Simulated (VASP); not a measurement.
A run of VASP 6.6.1 is set up as follows.

Contents of INCAR:

```
PREC = Accurate
ENCUT = 520
EDIFF = 1E-6
ISMEAR = 0
SIGMA = 0.15
LREAL = F
LASPH = T
NELM = 100
ALGO = Normal
ISIF = 2
LWAVE = F
LCHARG = F
GGA = PE
NBANDS = 15
```

Contents of KPOINTS:

```
Automatic mesh
0
Gamma
  18 18 18
```

File POSCAR:

```
ZrC
1.0
    0.0000000000      2.1621932000      2.2562016000
    2.1621932000      0.0000000000      2.2562016000
    2.1621932000      2.1621932000      0.0000000000
Zr C
1 1
Direct
    0.5000000000      0.5000000000      0.5000000000
    0.0000000000      0.0000000000      0.0000000000
```

Potentials or basis: VASP PAW PBE potentials, release 64 (Zr_sv, C).

Run with:

```sh
$ cat potpaw_PBE.64/Zr_sv/POTCAR potpaw_PBE.64/C/POTCAR > POTCAR
$ mpirun -np 1 vasp_std > vasp.out
```

Problem. Predict the band gap on the k mesh.

Solution. Zero (bands 8 and 9 overlap by 1.53 eV).

Problem. Estimate the pressure.

Solution. 73.8 GPa.

Stress tensor (GPa, compression positive):
```
84.79  0.00  0.00
 0.00 84.79  0.00
 0.00  0.00 51.84
```

Caveat: the cell differs from its parent crystal (strain -0.080 along x and y, -0.040 along z); the stress differs along the axes, from 52 to 85 GPa.
